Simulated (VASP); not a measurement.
Write the native input for VASP 6.6.1 that does the following.

```yaml
Task: single point
Functional: PBE
Dispersion: D3(BJ)
Potentials_or_basis: VASP PAW PBE potentials, release 64 (W_sv, Se)
Cutoff: 520 eV
k_mesh: 9 × 9 × 2
Occupations: gaussian, width 0.05 eV
Spin: no spin polarisation
Dipole_correction: no
Further_INCAR_settings: ALGO = Normal; EDIFF = 1e-06; NBANDS = 35
```

The structure of WSe2 lies in POSCAR:

```
WSe2
1.0
    3.2790216039      0.0000000000      0.0000000000
   -1.6395108019      2.8397160085      0.0000000000
    0.0000000000      0.0000000000     12.7878979243
W Se
2 4
Direct
    0.1625506830      0.6666666667      0.2500000000
    0.6666666667      0.3333333333      0.7500000000
    0.3333333333      0.6666666667      0.6182859564
    0.6666666667      0.3333333333      0.1182859564
    0.3333333333      0.6666666667      0.8817140436
    0.6666666667      0.3333333333      0.3817140436
```

This cell differs from its parent crystal: atom 1 (W) moved by -0.560 Å along [1 0 0] and -0.000 Å along [1 2 0].

The input as run:

INCAR

```
SYSTEM = WSe2
  PREC = Accurate
  ENCUT = 520
  EDIFF = 1E-6
  ISMEAR = 0
  SIGMA = 0.05
  LREAL = .FALSE.
  LASPH = .TRUE.
  NELM = 60
  ALGO = Normal
  ISIF = 2
  LWAVE = .FALSE.
  LCHARG = .FALSE.
  GGA = PE
  IVDW = 12
  NBANDS = 35
```

KPOINTS

```
Automatic mesh
0
G
  9 9 2
  0 0 0
```

Potentials or basis: VASP PAW PBE potentials, release 64 (W_sv, Se).

The run is started by

```console
$ cat potpaw_PBE.64/W_sv/POTCAR potpaw_PBE.64/Se/POTCAR > POTCAR
$ mpirun -np 1 vasp_std > vasp.out
```

Results of the run:

```json
{
  "Pressure": "8.4 GPa",
  "Largest force": "7.547 eV/Å",
  "Band gap on the k mesh": "0.05 eV (least direct gap 0.23 eV)",
  "Dispersion energy per atom": "-0.476 eV"
}
```

Caveat: the cell differs from its parent crystal (atom 1 (W) moved by -0.560 Å along [1 0 0] and -0.000 Å along [1 2 0]); the stress differs along the axes, from 5 to 15 GPa; spin-orbit coupling is left out, which moves the levels of the heavy elements; forces of over 1 eV/Å act on the atoms, so gaps and moduli don't describe the material at rest.

Run time: 5.5 min on 1 thread of Oxide Virtual Turin-like Processor, with other jobs on the host, peak memory 0.38 GiB.
